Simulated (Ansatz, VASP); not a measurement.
**Si: VASP beside Ansatz**

```
CELL_PARAMETERS angstrom
-2.45088 2.45088 1.27011
2.45088 -2.45088 1.27011
2.45088 2.45088 -1.27011
ATOMIC_POSITIONS crystal
Si 0.00000 0.00000 0.00000
Si 0.75000 0.25000 0.50000
```

Alike in both runs: task relaxation of cell and atoms; functional PBE; k mesh 24 × 24 × 24; occupations gaussian, width 0.1 eV; no spin polarisation.

|  | VASP | Ansatz |
| --- | --- | --- |
| version | VASP 6.6.1 | Ansatz 0.2.0 |
| potentials or method | VASP PAW PBE potentials, release 64 (Si), cutoff 600 eV | scalar-relativistic, plane waves, PAW |
| valence electrons in the cell | 8 | 8 |

```csv
,VASP,Ansatz,Ansatz less VASP
"gap on the k mesh at the Fermi level, each at its own relaxed structure (eV)",none,none,-
relaxed volume (Å³/atom),15.35,15.35,+0.001
relaxed cell length with the largest relative difference (Å),3.652,3.653,+0.0011
```

A gap of «none» marks a metal or a gap that the smearing closes.
